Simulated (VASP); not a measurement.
# SnSe2 (P-3m1) in VASP: notebook

Runs on SnSe2. Level: PBE. Tasks: single point.

Everything below comes from runs of VASP 6.6.1. Logs are shortened: lines on timing, memory, paths and dates and some standing lists are left out, and cuts for length are marked.

### Step 1. The cell of the first run

Symmetry: P-3m1, No. 164, trigonal system. Conventional cell: a = 3.872 Å, b = 3.872 Å, c = 6.692 Å, α = 90.00°, β = 90.00°, γ = 120.00°. Sn (site symmetry -3m) has 6 Se at 2.75 Å within 3.6 Å. Within 3.6 Å of Se (site symmetry 3m) lie 3 Sn at 2.75 Å.

### Step 2. Single point, PBE

The input, INCAR:

```
SYSTEM = SnSe2
PREC = Accurate
ENCUT = 520
EDIFF = 1E-6
ISMEAR = 0
SIGMA = 0.02
LREAL = .FALSE.
LASPH = .TRUE.
NELM = 80
ALGO = Normal
ISIF = 2
LWAVE = .FALSE.
LCHARG = .FALSE.
GGA = PE
NBANDS = 20
```

The input, KPOINTS:

```
Automatic mesh
0
G
  12 12 4
  0 0 0
```

The input, POSCAR:

```
SnSe2
1.0
    3.8716723131      0.0000000000      0.0000000000
   -1.9358361566      3.3529665783      0.0000000000
    0.0000000000      0.0000000000      6.6922569850
Sn Se
1 2
Direct
    0.0000000000      0.0000000000      0.0000000000
    0.6666666667      0.3333333333      0.7618647695
    0.3333333333      0.6666666667      0.2381352305
```

Potentials or basis: VASP PAW PBE potentials, release 64 (Sn_d, Se).

Started as:

```bash
cat potpaw_PBE.64/Sn_d/POTCAR potpaw_PBE.64/Se/POTCAR > POTCAR
mpirun -np 1 vasp_std > vasp.out
```

OUTCAR:

```text
SYSTEM = SnSe2
   PREC = Accurate
   ENCUT = 520
   EDIFF = 1E-6
   ISMEAR = 0
   LREAL = .FALSE.
   LASPH = .TRUE.
   NELM = 80
   ISIF = 2
   GGA = PE

 ion  position               nearest neighbor table
   1  0.000  0.000  0.000-   2 2.75   3 2.75   2 2.75   3 2.75   2 2.75   3 2.75
   2  0.667  0.333  0.762-   1 2.75   1 2.75   1 2.75
   3  0.333  0.667  0.238-   1 2.75   1 2.75   1 2.75

  LATTYP: Found a hexagonal cell.
 ALAT       =     3.8716723131
 C/A-ratio  =     1.7285184395

  Lattice vectors:

 A1 = (   3.8716723131,   0.0000000000,   0.0000000000)
 A2 = (  -1.9358361566,   3.3529665783,   0.0000000000)
 A3 = (   0.0000000000,   0.0000000000,   6.6922569850)

Analysis of symmetry for initial positions (statically):
=====================================================================
 Subroutine PRICEL returns:
 Original cell was already a primitive cell.

 Routine SETGRP: Setting up the symmetry group for a
 hexagonal supercell.

 Subroutine GETGRP returns: Found 12 space group operations
 (whereof 12 operations were pure point group operations)
 out of a pool of 24 trial point group operations.

The static configuration has the point symmetry D_3d.

Analysis of symmetry for dynamics (positions and initial velocities):
=====================================================================
 Subroutine PRICEL returns:
 Original cell was already a primitive cell.

 Routine SETGRP: Setting up the symmetry group for a
 hexagonal supercell.

 Subroutine GETGRP returns: Found 12 space group operations
 (whereof 12 operations were pure point group operations)
 out of a pool of 24 trial point group operations.

The dynamic configuration has the point symmetry D_3d.

 Subroutine INISYM returns: Found 12 space group operations
 (whereof 12 operations are pure point group operations),
 and found     1 'primitive' translations

----------------------------------------------------------------------------------------

                                     Primitive cell

  volume of cell :      86.8761

  direct lattice vectors                    reciprocal lattice vectors
     3.871672313  0.000000000  0.000000000     0.258286322  0.149121677  0.000000000
    -1.935836157  3.352966578  0.000000000     0.000000000  0.298243355  0.000000000
     0.000000000  0.000000000  6.692256985     0.000000000  0.000000000  0.149426420

  length of vectors
     3.871672313  3.871672313  6.692256985     0.298243355  0.298243355  0.149426420

  position of ions in fractional coordinates (direct lattice)
     0.000000000  0.000000000  0.000000000
     0.666666667  0.333333333  0.761864770
     0.333333333  0.666666667  0.238135230

  ion indices of the primitive-cell ions
   primitive index   ion index
                 1           1
                 2           2
                 3           3

----------------------------------------------------------------------------------------

 KPOINTS: Automatic mesh

Automatic generation of k-mesh.
 Grid dimensions read from file:
 generate k-points for:   12   12    4

 Generating k-lattice:

  Cartesian coordinates                     Fractional coordinates (reciprocal lattice)
     0.021523860  0.012426806  0.000000000     0.083333333  0.000000000  0.000000000
     0.000000000  0.024853613  0.000000000     0.000000000  0.083333333  0.000000000
     0.000000000  0.000000000  0.037356605     0.000000000  0.000000000  0.250000000

  Length of vectors
     0.024853613  0.024853613  0.037356605

  Shift w.r.t. Gamma in fractional coordinates (k-lattice)
     0.000000000  0.000000000  0.000000000

 Subroutine IBZKPT returns following result:
 ===========================================

 Found     69 irreducible k-points:

 Following reciprocal coordinates:
            Coordinates               Weight
  0.000000  0.000000  0.000000      1.000000
  0.083333  0.000000  0.000000      6.000000
  0.166667 -0.000000  0.000000      6.000000
  0.250000 -0.000000  0.000000      6.000000
  0.333333 -0.000000  0.000000      6.000000
  0.416667 -0.000000  0.000000      6.000000
[... 16 lines left out ...]
  0.166667 -0.000000  0.250000      6.000000
  0.000000  0.166667  0.250000      6.000000
 [... further k-points ...]
   k-points           NKPTS =     69   k-points in BZ     NKDIM =     69   number of bands    NBANDS=     20
   number of dos      NEDOS =    301   number of ions     NIONS =      3
   total plane-waves  NPLWV =  45000
   dimension x,y,z NGX =    30 NGY =   30 NGZ =   50
   dimension x,y,z NGXF=    60 NGYF=   60 NGZF=  100
   ions per type =               1   2
   NGX,Y,Z   is equivalent  to a cutoff of  12.88, 12.88, 12.42 a.u.
   NGXF,Y,Z  is equivalent  to a cutoff of  25.76, 25.76, 24.84 a.u.
 SYSTEM =  SnSe2
   PREC   = accura    normal or accurate (medium, high low for compatibility)
   ISTART =      0    job   : 0-new  1-cont  2-samecut
   ICHARG =      2    charge: 1-file 2-atom 10-const
   ISPIN  =      1    spin polarized calculation?
   LNONCOLLINEAR =      F non collinear calculations
   LSORBIT =      F    spin-orbit coupling
   LASPH  =      T    aspherical Exc in radial PAW
   ENCUT  =  520.0 eV  38.22 Ry    6.18 a.u.   7.20  7.20 12.44*2*pi/ulx,y,z
   NELM   =     80;   NELMIN=  2; NELMDL= -5     # of ELM steps
   EDIFF  = 0.1E-05   stopping-criterion for ELM
   LREAL  =      F    real-space projection
[... 7 lines left out ...]
   TEBEG  =    0.0;   TEEND  =   0.0 temperature during run
   PSTRESS=    0.0 pullay stress
   NELECT =      26.0000    total number of electrons
   NUPDOWN=      -1.0000    fix difference up-down
   EMIN   =  10.00;   EMAX   =-10.00  energy-range for DOS
   EFERMI =   0.00;   METHOD = LEGACY
   ISMEAR =     0;   SIGMA  =   0.02  broadening in eV -4-tet -1-fermi 0-gaus
   EFERMI_NEDOS =   21; number of points for ismear=-14 and -15
   IALGO  =     38    algorithm
   IMIX   =      4    mixing-type and parameters
     AMIX     =   0.40;   BMIX     =  1.00
     AMIX_MAG =   1.60;   BMIX_MAG =  1.00
  volume/ion in A,a.u.               =      28.96       195.42
  Fermi-wavevector in a.u.,A,eV,Ry     =   1.095046  2.069337 16.315104  1.199126
  Thomas-Fermi vector in A             =   2.231363
   LORBIT       =      0    0 simple, 1 ext, 2 COOP (PROOUT), +10 PAW based schemes
   GGA     = PE    functional components
   LHFCALC =     F    Hartree Fock is set to
   AEXX    =    0.0000 exact exchange contribution
   IVDW    =     0    specifies the selected vdW correction
   LEPSILON=     F    determine dielectric tensor
   LRPA    =     F    only Hartree local field effects (RPA)
 non-spin polarized calculation
 Gauss-broadening in eV      SIGMA  =   0.02
  energy-cutoff  :      520.00
  volume of cell :       86.88
 maximum number of plane-waves:      2367
 NGX is ok and might be reduce to    30
   NGX = 15   NGY = 15   NGZ = 25

 number of electron      26.0000005 magnetization

 Free energy of the ion-electron system (eV)
  ---------------------------------------------------
  ext. energy  EPLUGINS =         0.00000000
  ---------------------------------------------------
  free energy    TOTEN  =       -11.87209843 eV

  energy without entropy =      -11.87209843  energy(sigma->0) =      -11.87209843

 E-fermi :   3.0568     XC(G=0):  -8.8538

 val. band max:        2.9319900710   @ k =   0.1667  -0.0000   0.0000
 cond. band min:       3.6232744975   @ k =   0.5000  -0.0000   0.5000
 fundamental gap:      0.6912844264
 Fermi energy:         3.0568492724

 k-point     1 :       0.0000    0.0000    0.0000
  band No.  band energies     occupation
      1     -18.1912      2.00000
      2     -18.1912      2.00000
      3     -18.1592      2.00000
      4     -18.1497      2.00000
      5     -18.1497      2.00000
      6     -10.4565      2.00000
[... 12 lines left out ...]
     19      11.8686      0.00000
     20      11.8691      0.00000

 k-point     2 :       0.0833    0.0000    0.0000
  band No.  band energies     occupation
      1     -18.1935      2.00000
      2     -18.1889      2.00000
      3     -18.1576      2.00000
      4     -18.1513      2.00000
      5     -18.1496      2.00000
      6     -10.3932      2.00000
[... 12 lines left out ...]
     19      11.1855      0.00000
     20      11.9631      0.00000

 k-point     3 :       0.1667   -0.0000    0.0000
  band No.  band energies     occupation
      1     -18.2004      2.00000
      2     -18.1831      2.00000
      3     -18.1564      2.00000
      4     -18.1517      2.00000
      5     -18.1488      2.00000
      6     -10.2080      2.00000
[... 12 lines left out ...]
     19      11.2865      0.00000
     20      11.8004      0.00000

 k-point     4 :       0.2500   -0.0000    0.0000
  band No.  band energies     occupation
      1     -18.2109      2.00000
      2     -18.1769      2.00000
      3     -18.1610      2.00000
      4     -18.1459      2.00000
      5     -18.1448      2.00000
      6      -9.9177      2.00000
[... 12 lines left out ...]
     19      11.3558      0.00000
     20      11.8137      0.00000

 k-point     5 :       0.3333   -0.0000    0.0000
  band No.  band energies     occupation
      1     -18.2221      2.00000
      2     -18.1732      2.00000
      3     -18.1654      2.00000
      4     -18.1405      2.00000
      5     -18.1375      2.00000
      6      -9.5586      2.00000
[... 12 lines left out ...]
     19      11.6894      0.00000
     20      12.1680      0.00000

 k-point     6 :       0.4167   -0.0000    0.0000
  band No.  band energies     occupation
      1     -18.2306      2.00000
      2     -18.1719      2.00000
      3     -18.1684      2.00000
      4     -18.1351      2.00000
      5     -18.1321      2.00000
      6      -9.2041      2.00000
[... 12 lines left out ...]
     19      11.9787      0.00000
     20      12.7969      0.00000

 k-point     7 :       0.5000   -0.0000    0.0000
  band No.  band energies     occupation
      1     -18.2337      2.00000
      2     -18.1717      2.00000
      3     -18.1695      2.00000
      4     -18.1329      2.00000
      5     -18.1301      2.00000
      6      -9.0207      2.00000
[... 12 lines left out ...]
     19      12.2777      0.00000
     20      12.7820      0.00000
[... 277 lines left out ...]
 k-point    20 :       0.0000    0.0000    0.2500
  band No.  band energies     occupation
      1     -18.1912      2.00000
      2     -18.1912      2.00000
      3     -18.1592      2.00000
      4     -18.1497      2.00000
      5     -18.1497      2.00000
      6     -10.4185      2.00000
[... 12 lines left out ...]
     19      11.5082      0.00000
     20      11.7050      0.00000

 k-point    21 :       0.0833    0.0000    0.2500
  band No.  band energies     occupation
      1     -18.1935      2.00000
      2     -18.1889      2.00000
      3     -18.1576      2.00000
      4     -18.1513      2.00000
      5     -18.1496      2.00000
      6     -10.3554      2.00000
[... 12 lines left out ...]
     19      11.0329      0.00000
     20      11.9553      0.00000

 k-point    22 :       0.0000    0.0833    0.2500
  band No.  band energies     occupation
      1     -18.1935      2.00000
      2     -18.1889      2.00000
      3     -18.1576      2.00000
      4     -18.1513      2.00000
      5     -18.1496      2.00000
      6     -10.3554      2.00000
[... 12 lines left out ...]
     19      11.2021      0.00000
     20      11.7702      0.00000

 k-point    23 :       0.1667   -0.0000    0.2500
  band No.  band energies     occupation
      1     -18.2004      2.00000
      2     -18.1831      2.00000
      3     -18.1564      2.00000
      4     -18.1517      2.00000
      5     -18.1488      2.00000
      6     -10.1712      2.00000
[... 12 lines left out ...]
     19      11.1483      0.00000
     20      11.9954      0.00000

 k-point    24 :       0.0000    0.1667    0.2500
  band No.  band energies     occupation
      1     -18.2004      2.00000
      2     -18.1831      2.00000
      3     -18.1564      2.00000
      4     -18.1517      2.00000
      5     -18.1488      2.00000
      6     -10.1711      2.00000
[... 12 lines left out ...]
     19      11.1048      0.00000
     20      11.5657      0.00000

 [... further k-points ...]

------------------------ aborting loop because EDIFF is reached ----------------------------------------

  FORCE on cell =-STRESS in cart. coord.  units (eV):
  Direction    XX          YY          ZZ          XY          YZ          ZX
  --------------------------------------------------------------------------------------
  -------------------------------------------------------------------------------------
  Total        0.0973314      0.0973314      0.1527096     -0.0000000      0.0000000      0.0000000
  in kB        1.7949951      1.7949951      2.8162848     -0.0000000      0.0000000      0.0000000
  external PRESSURE =       2.1354250 kB  Pullay stress =       0.0000000 kB

 VOLUME and BASIS-vectors are now :
 -----------------------------------------------------------------------------
  energy-cutoff  :      520.00
  volume of cell :       86.88
      direct lattice vectors                 reciprocal lattice vectors
     3.871672313  0.000000000  0.000000000     0.258286322  0.149121677  0.000000000
    -1.935836157  3.352966578  0.000000000     0.000000000  0.298243355  0.000000000
     0.000000000  0.000000000  6.692256985     0.000000000  0.000000000  0.149426420

 POSITION                                       TOTAL-FORCE (eV/Angst)
 -----------------------------------------------------------------------------------
      0.00000      0.00000      0.00000         0.000000      0.000000      0.000000
      1.93584      1.11766      5.09859         0.000000      0.000000     -0.013778
     -0.00000      2.23531      1.59366        -0.000000      0.000000      0.013778
 -----------------------------------------------------------------------------------
    total drift:                               -0.000000     -0.000000      0.000000

  FREE ENERGIE OF THE ION-ELECTRON SYSTEM (eV)
  ---------------------------------------------------
  free  energy   TOTEN  =       -11.8720984319 eV

  energy  without entropy=      -11.8720984319  energy(sigma->0) =      -11.87209843
```

Run time: 3.1 min. Hardware: 1 thread of Intel Xeon 8259CL, shared host; peak memory 0.24 GiB.

Results:

```yaml
Free_energy: -11.8721 eV
Pressure: 0.2 GPa
Largest_force: 0.014 eV/Å
Band_gap_on_the_k_mesh: 0.69 eV (least direct gap 1.11 eV)
```

Forces in eV/Å, atoms in the order of the input:
```
Sn   0.000  0.000  0.000
Se   0.000  0.000 -0.014
Se   0.000  0.000  0.014
```

Levels at points of the mesh, in eV from the valence-band top:
| k point | band 9 | band 10 | band 11 | band 12 | band 13 | band 14 | band 15 | band 16 | band 17 | band 18 |
| --- | --- | --- | --- | --- | --- | --- | --- | --- | --- | --- |
| (0.00, 0.00, 0.00) | -0.47 | -0.47 | -0.35 | -0.15 | -0.15 | 1.01 | 3.08 | 4.60 | 4.60 | 7.57 |
| (0.50, 0.00, 0.00) | -4.14 | -2.48 | -2.22 | -0.89 | -0.25 | 1.00 | 3.84 | 5.47 | 5.62 | 6.42 |
| (0.00, 0.00, 0.50) | -1.66 | -0.52 | -0.52 | -0.08 | -0.08 | 2.11 | 2.99 | 4.47 | 4.47 | 8.22 |
| (0.50, 0.00, 0.50) | -4.36 | -2.14 | -1.98 | -0.65 | -0.44 | 0.69 | 4.22 | 4.84 | 5.79 | 5.92 |

Caveat: semilocal functionals underestimate gaps, and a narrow one can read as zero; spin-orbit coupling is left out, which moves the levels of the heavy elements; this functional lacks dispersion, which binds layers or chains, so the pressure and a relaxed spacing across them are unreliable.

[end of part 1 of 2]
